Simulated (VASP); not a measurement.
# PtSe2 (P4/mmm) in VASP: a series of runs

The runs below take PtSe2 through single point, relaxation of cell and atoms, with PBE.

Program: VASP 6.6.1. These are calculated values, not measurements. Logs are shortened: lines on timing, memory, paths and dates and some standing lists are left out, and cuts for length are marked.

### 1 The cell of the first run

It takes space group P4/mmm (No. 123, tetragonal). Conventional cell: a = 3.297 Å, b = 3.297 Å, c = 5.706 Å, α = 90.00°, β = 90.00°, γ = 90.00°. Within 3.7 Å of Pt (site symmetry 4/mmm) lie 8 Se at 2.79 Å and 4 Pt at 3.30 Å. Se (site symmetry 4mm) has 6 Se at 2.65 to 3.30 Å and 4 Pt at 2.79 Å within 3.5 Å.

### 2 Single point, PBE

INCAR

```
  ALGO = Normal
  EDIFF = 1E-6
  ENCUT = 520
  GGA = PE
  ISIF = 2
  ISMEAR = 0
  LASPH = True
  LCHARG = False
  LREAL = False
  LWAVE = False
  NBANDS = 18
  NELM = 100
  PREC = Accurate
  SIGMA = 0.1
```

KPOINTS

```
k-points
0
Gamma
  4 4 4
```

POSCAR

```
PtSe2
1.0
    3.2972340360      0.0000000000      0.0000000000
    0.0000000000      3.2972340360      0.0000000000
    0.0000000000      0.0000000000      5.7064444731
Pt Se
1 2
Direct
    0.5000000000      0.5000000000      0.0000000000
    0.0000000000      0.0000000000      0.2675669129
    0.0000000000      0.0000000000      0.7324330871
```

Potentials or basis: VASP PAW PBE potentials, release 64 (Pt, Se).

Run with:

```
$ cat potpaw_PBE.64/Pt/POTCAR potpaw_PBE.64/Se/POTCAR > POTCAR
$ mpirun -np 1 vasp_std > vasp.out
```

OUTCAR:

```text
EDIFF = 1E-6
   ENCUT = 520
   GGA = PE
   ISIF = 2
   ISMEAR = 0
   LASPH = True
   LREAL = False
   NELM = 100
   PREC = Accurate

 ion  position               nearest neighbor table
   1  0.500  0.500  0.000-   2 2.79   3 2.79   2 2.79   3 2.79   2 2.79   3 2.79   2 2.79   3 2.79

   2  0.000  0.000  0.268-   3 2.65   1 2.79   1 2.79   1 2.79   1 2.79
   3  0.000  0.000  0.732-   2 2.65   1 2.79   1 2.79   1 2.79   1 2.79

  LATTYP: Found a simple tetragonal cell.
 ALAT       =     3.2972340360
 C/A-ratio  =     1.7306762004

  Lattice vectors:

 A1 = (   3.2972340360,   0.0000000000,   0.0000000000)
 A2 = (   0.0000000000,   3.2972340360,   0.0000000000)
 A3 = (   0.0000000000,   0.0000000000,   5.7064444731)

Analysis of symmetry for initial positions (statically):
=====================================================================
 Subroutine PRICEL returns:
 Original cell was already a primitive cell.

 Routine SETGRP: Setting up the symmetry group for a
 simple tetragonal supercell.

 Subroutine GETGRP returns: Found 16 space group operations
 (whereof 16 operations were pure point group operations)
 out of a pool of 16 trial point group operations.

The static configuration has the point symmetry D_4h.

Analysis of symmetry for dynamics (positions and initial velocities):
=====================================================================
 Subroutine PRICEL returns:
 Original cell was already a primitive cell.

 Routine SETGRP: Setting up the symmetry group for a
 simple tetragonal supercell.

 Subroutine GETGRP returns: Found 16 space group operations
 (whereof 16 operations were pure point group operations)
 out of a pool of 16 trial point group operations.

The dynamic configuration has the point symmetry D_4h.

 Subroutine INISYM returns: Found 16 space group operations
 (whereof 16 operations are pure point group operations),
 and found     1 'primitive' translations

----------------------------------------------------------------------------------------

                                     Primitive cell

  volume of cell :      62.0391

  direct lattice vectors                    reciprocal lattice vectors
     3.297234036  0.000000000  0.000000000     0.303284507  0.000000000  0.000000000
     0.000000000  3.297234036  0.000000000     0.000000000  0.303284507  0.000000000
     0.000000000  0.000000000  5.706444473     0.000000000  0.000000000  0.175240468

  length of vectors
     3.297234036  3.297234036  5.706444473     0.303284507  0.303284507  0.175240468

  position of ions in fractional coordinates (direct lattice)
     0.500000000  0.500000000  0.000000000
     0.000000000  0.000000000  0.267566913
     0.000000000  0.000000000  0.732433087

  ion indices of the primitive-cell ions
   primitive index   ion index
                 1           1
                 2           2
                 3           3

----------------------------------------------------------------------------------------

 KPOINTS: k-points

Automatic generation of k-mesh.
 Grid dimensions read from file:
 generate k-points for:    4    4    4

 Generating k-lattice:

  Cartesian coordinates                     Fractional coordinates (reciprocal lattice)
     0.075821127  0.000000000  0.000000000     0.250000000  0.000000000  0.000000000
     0.000000000  0.075821127  0.000000000     0.000000000  0.250000000  0.000000000
     0.000000000  0.000000000  0.043810117     0.000000000  0.000000000  0.250000000

  Length of vectors
     0.075821127  0.075821127  0.043810117

  Shift w.r.t. Gamma in fractional coordinates (k-lattice)
     0.000000000  0.000000000  0.000000000

 Subroutine IBZKPT returns following result:
 ===========================================

 Found     18 irreducible k-points:

 Following reciprocal coordinates:
            Coordinates               Weight
  0.000000  0.000000  0.000000      1.000000
  0.250000  0.000000  0.000000      4.000000
  0.500000  0.000000  0.000000      2.000000
  0.250000  0.250000  0.000000      4.000000
  0.500000  0.250000  0.000000      4.000000
  0.500000  0.500000  0.000000      1.000000
[... 10 lines left out ...]
  0.500000  0.250000  0.500000      4.000000
  0.500000  0.500000  0.500000      1.000000
   k-points           NKPTS =     18   k-points in BZ     NKDIM =     18   number of bands    NBANDS=     18
   number of dos      NEDOS =    301   number of ions     NIONS =      3
   total plane-waves  NPLWV =  32928
   dimension x,y,z NGX =    28 NGY =   28 NGZ =   42
   dimension x,y,z NGXF=    56 NGYF=   56 NGZF=   84
   ions per type =               1   2
   NGX,Y,Z   is equivalent  to a cutoff of  14.12, 14.12, 12.24 a.u.
   NGXF,Y,Z  is equivalent  to a cutoff of  28.24, 28.24, 24.47 a.u.
 SYSTEM =  unknown system
   PREC   = accura    normal or accurate (medium, high low for compatibility)
   ISTART =      0    job   : 0-new  1-cont  2-samecut
   ICHARG =      2    charge: 1-file 2-atom 10-const
   ISPIN  =      1    spin polarized calculation?
   LNONCOLLINEAR =      F non collinear calculations
   LSORBIT =      F    spin-orbit coupling
   LASPH  =      T    aspherical Exc in radial PAW
   ENCUT  =  520.0 eV  38.22 Ry    6.18 a.u.   6.13  6.13 10.61*2*pi/ulx,y,z
   NELM   =    100;   NELMIN=  2; NELMDL= -5     # of ELM steps
   EDIFF  = 0.1E-05   stopping-criterion for ELM
   LREAL  =      F    real-space projection
   EDIFFG = 0.1E-04   stopping-criterion for IOM
   NSW    =      0    number of steps for IOM
   IBRION =     -1    ionic relax: 0-MD 1-quasi-New 2-CG
   NFREE  =      0    steps in history (QN), initial steepest desc. (CG)
   ISIF   =      2    stress and relaxation
   ISYM   =      2    0-nonsym 1-usesym 2-fastsym
   POTIM  = 0.5000    time-step for ionic-motion
   TEBEG  =    0.0;   TEEND  =   0.0 temperature during run
   PSTRESS=    0.0 pullay stress
   NELECT =      22.0000    total number of electrons
   NUPDOWN=      -1.0000    fix difference up-down
   EMIN   =  10.00;   EMAX   =-10.00  energy-range for DOS
   EFERMI =   0.00;   METHOD = LEGACY
   ISMEAR =     0;   SIGMA  =   0.10  broadening in eV -4-tet -1-fermi 0-gaus
   EFERMI_NEDOS =   21; number of points for ismear=-14 and -15
   IALGO  =     38    algorithm
   IMIX   =      4    mixing-type and parameters
     AMIX     =   0.40;   BMIX     =  1.00
     AMIX_MAG =   1.60;   BMIX_MAG =  1.00
  volume/ion in A,a.u.               =      20.68       139.55
  Fermi-wavevector in a.u.,A,eV,Ry     =   1.158761  2.189741 18.268922  1.342728
  Thomas-Fermi vector in A             =   2.295360
   LORBIT       =      0    0 simple, 1 ext, 2 COOP (PROOUT), +10 PAW based schemes
   GGA     = PE    functional components
   LHFCALC =     F    Hartree Fock is set to
   AEXX    =    0.0000 exact exchange contribution
   IVDW    =     0    specifies the selected vdW correction
   LEPSILON=     F    determine dielectric tensor
   LRPA    =     F    only Hartree local field effects (RPA)
 non-spin polarized calculation
 Gauss-broadening in eV      SIGMA  =   0.10
  energy-cutoff  :      520.00
  volume of cell :       62.04
 maximum number of plane-waves:      1712
 NGX is ok and might be reduce to    28
   NGX = 13   NGY = 13   NGZ = 21

 number of electron      21.9999998 magnetization

 Free energy of the ion-electron system (eV)
  ---------------------------------------------------
  ext. energy  EPLUGINS =         0.00000000
  ---------------------------------------------------
  free energy    TOTEN  =       -12.30792577 eV

  energy without entropy =      -12.29614556  energy(sigma->0) =      -12.30203566

 E-fermi :   6.2907     XC(G=0): -10.6478

 val. band max:        6.2862343735   @ k =   0.2500   0.0000   0.2500
 cond. band min:       6.4520957475   @ k =   0.5000   0.2500   0.5000
 fundamental gap:      0.1658613740
 Fermi energy:         6.2907052121

 k-point     1 :       0.0000    0.0000    0.0000
  band No.  band energies     occupation
      1      -9.4417      2.00000
      2      -6.9899      2.00000
      3      -1.7153      2.00000
      4       1.9408      2.00000
      5       2.7074      2.00000
      6       2.7074      2.00000
[... 10 lines left out ...]
     17      14.0533      0.00000
     18      14.1597      0.00000

 k-point     2 :       0.2500    0.0000    0.0000
  band No.  band energies     occupation
      1      -8.9395      2.00000
      2      -6.7130      2.00000
      3      -1.0970      2.00000
      4       0.7033      2.00000
      5       2.2724      2.00000
      6       2.6674      2.00000
[... 10 lines left out ...]
     17      14.5617      0.00000
     18      15.8857      0.00000

 k-point     3 :       0.5000    0.0000    0.0000
  band No.  band energies     occupation
      1      -8.2940      2.00000
      2      -6.3973      2.00000
      3      -1.4031      2.00000
      4       0.1505      2.00000
      5       1.9180      2.00000
      6       2.0784      2.00000
[... 10 lines left out ...]
     17      15.0486      0.00000
     18      15.4051      0.00000

 k-point     4 :       0.2500    0.2500    0.0000
  band No.  band energies     occupation
      1      -8.5206      2.00000
      2      -6.3582      2.00000
      3      -0.5832      2.00000
      4       0.6547      2.00000
      5       1.4807      2.00000
      6       1.5144      2.00000
[... 249 lines left out ...]
      4       1.1569      2.00000
      5       1.8390      2.00000
      6       1.8415      2.00000
[... 10 lines left out ...]
     17      14.8076      0.00000
     18      15.3847      0.00000

 k-point    17 :       0.5000    0.2500    0.5000
  band No.  band energies     occupation
      1      -7.3973      2.00000
      2      -6.9614      2.00000
      3       0.0510      2.00000
      4       0.3400      2.00000
      5       1.2305      2.00000
      6       1.6071      2.00000
[... 10 lines left out ...]
     17      13.6425      0.00000
     18      14.0779      0.00000

 k-point    18 :       0.5000    0.5000    0.5000
  band No.  band energies     occupation
      1      -6.8735      2.00000
      2      -6.6992      2.00000
      3       0.0710      2.00000
      4       0.0710      2.00000
      5       1.6583      2.00000
      6       1.6583      2.00000
[... 10 lines left out ...]
     17      12.3473      0.00000
     18      15.6282      0.00000

------------------------ aborting loop because EDIFF is reached ----------------------------------------

  FORCE on cell =-STRESS in cart. coord.  units (eV):
  Direction    XX          YY          ZZ          XY          YZ          ZX
  --------------------------------------------------------------------------------------
  -------------------------------------------------------------------------------------
  Total        0.0267967      0.0267967      0.0709239      0.0000000      0.0000000     -0.0000000
  in kB        0.6920327      0.6920327      1.8316302      0.0000000      0.0000000     -0.0000000
  external PRESSURE =       1.0718985 kB  Pullay stress =       0.0000000 kB

 VOLUME and BASIS-vectors are now :
 -----------------------------------------------------------------------------
  energy-cutoff  :      520.00
  volume of cell :       62.04
      direct lattice vectors                 reciprocal lattice vectors
     3.297234036  0.000000000  0.000000000     0.303284507  0.000000000  0.000000000
     0.000000000  3.297234036  0.000000000     0.000000000  0.303284507  0.000000000
     0.000000000  0.000000000  5.706444473     0.000000000  0.000000000  0.175240468

 POSITION                                       TOTAL-FORCE (eV/Angst)
 -----------------------------------------------------------------------------------
      1.64862      1.64862      0.00000        -0.000000     -0.000000      0.000000
      0.00000      0.00000      1.52686        -0.000000     -0.000000     -0.010462
      0.00000      0.00000      4.17959         0.000000      0.000000      0.010462
 -----------------------------------------------------------------------------------
    total drift:                                0.000000      0.000000     -0.000000

  FREE ENERGIE OF THE ION-ELECTRON SYSTEM (eV)
  ---------------------------------------------------
  free  energy   TOTEN  =       -12.3079257708 eV

  energy  without entropy=      -12.2961455585  energy(sigma->0) =      -12.30203566
```

It took 10 s on 1 thread of Intel Xeon 6975P-C (Granite Rapids), shared host; peak memory 0.17 GiB.

What came out:

| Quantity | Value |
| --- | --- |
| Free energy | -12.3079 eV |
| Pressure | 0.1 GPa |
| Largest force | 0.010 eV/Å |
| Band gap on the k mesh | zero (band 11 reaches 7.67 eV, above the bottom of band 12 at 5.61 eV) |

Forces on the atoms (eV/Å):
```
Pt   0.000  0.000  0.000
Se   0.000  0.000 -0.010
Se   0.000  0.000  0.010
```

Levels at points of the mesh, in eV from the Fermi level:
```csv
k point,band 9,band 10,band 11,band 12,band 13,band 14
"(0.00, 0.00, 0.00)",-1.68,-1.68,1.38,1.77,1.77,2.08
"(0.50, 0.00, 0.00)",-2.70,-1.52,0.59,0.90,1.64,2.88
"(0.50, 0.50, 0.00)",-1.44,-0.10,0.56,0.68,0.68,2.56
"(0.00, 0.00, 0.50)",-1.63,-0.89,-0.89,0.70,0.70,3.43
"(0.50, 0.00, 0.50)",-2.29,-1.42,-0.53,-0.39,1.92,4.27
"(0.50, 0.50, 0.50)",-2.59,-1.44,-0.68,-0.68,0.77,1.86
```

Caveat: the k points lie up to 0.48 Å⁻¹ apart; spin-orbit coupling is left out, which moves the levels of the heavy elements.

### 3 Single point, PBE

This run uses another cell than the first one, of 28.39 Å³/atom, 1.373 times its volume.

INCAR

```
SYSTEM = PtSe2
PREC = Accurate
ENCUT = 520
EDIFF = 1E-7
ISMEAR = 0
SIGMA = 0.1
LREAL = .FALSE.
LASPH = .TRUE.
NELM = 100
ALGO = Normal
ISIF = 2
LWAVE = .FALSE.
LCHARG = .FALSE.
GGA = PE
NBANDS = 18
```

KPOINTS

```
Automatic mesh
0
G
  4 4 4
  0 0 0
```

POSCAR

```
PtSe2
1.0
    4.7470350200      0.0000000000      0.0000000000
    0.0000000000      4.7470350200      0.0000000000
    0.0000000000      0.0000000000      3.7790022600
Pt Se
1 2
Direct
    0.5000000000      0.5000000000      0.0000000000
    0.0000000000      0.0000000000      0.2680328300
    0.0000000000      0.0000000000      0.7319671700
```

Potentials or basis: VASP PAW PBE potentials, release 64 (Pt, Se).

Run with:

```
$ cat potpaw_PBE.64/Pt/POTCAR potpaw_PBE.64/Se/POTCAR > POTCAR
$ mpirun -np 1 vasp_std > vasp.out
```

Run time: 11 s. Hardware: 1 thread of Intel Xeon 6975P-C (Granite Rapids), shared host; peak memory 0.19 GiB.

It converged, with:

* Free energy: -1.5581 eV
* Pressure: 37.7 GPa
* Largest force: 16.523 eV/Å
* Band gap on the k mesh: zero (band 11 reaches 2.90 eV, above the bottom of band 12 at 2.80 eV)

Forces on the atoms (eV/Å):
```
Pt    0.000   0.000   0.000
Se    0.000   0.000 -16.523
Se    0.000   0.000  16.523
```

Stress tensor (GPa, compression positive):
```
 -7.14   0.00   0.00
  0.00  -7.14   0.00
  0.00   0.00 127.38
```

Levels at points of the mesh, in eV from the Fermi level:
```
           k point  band 7  band 8  band 9  band 10  band 11  band 12  band 13  band 14  band 15  band 16
(0.00, 0.00, 0.00)   -1.09   -1.00   -0.91    -0.53    -0.53     2.68     2.68     4.95     6.23     6.23
(0.50, 0.00, 0.00)   -0.68   -0.52   -0.45    -0.43     0.12     1.89     2.10     2.53     4.07     6.81
(0.50, 0.50, 0.00)   -0.83   -0.69   -0.65    -0.65    -0.54     2.55     2.55     4.67     4.67     6.86
(0.00, 0.00, 0.50)   -0.91   -0.91   -0.81    -0.67    -0.67     0.71     1.13     3.74     5.31     6.33
(0.50, 0.00, 0.50)   -1.08   -0.89   -0.57     0.00     0.03     2.32     2.37     3.53     4.16     5.95
(0.50, 0.50, 0.50)   -0.74   -0.61   -0.61    -0.53    -0.49     1.11     2.26     3.10     5.03     7.45
```

Caveat: the k points lie up to 0.42 Å⁻¹ apart; spin-orbit coupling is left out, which moves the levels of the heavy elements; forces of over 1 eV/Å act on the atoms, so gaps and moduli don't describe the material at rest.

(Continued in part 2 of 3.)
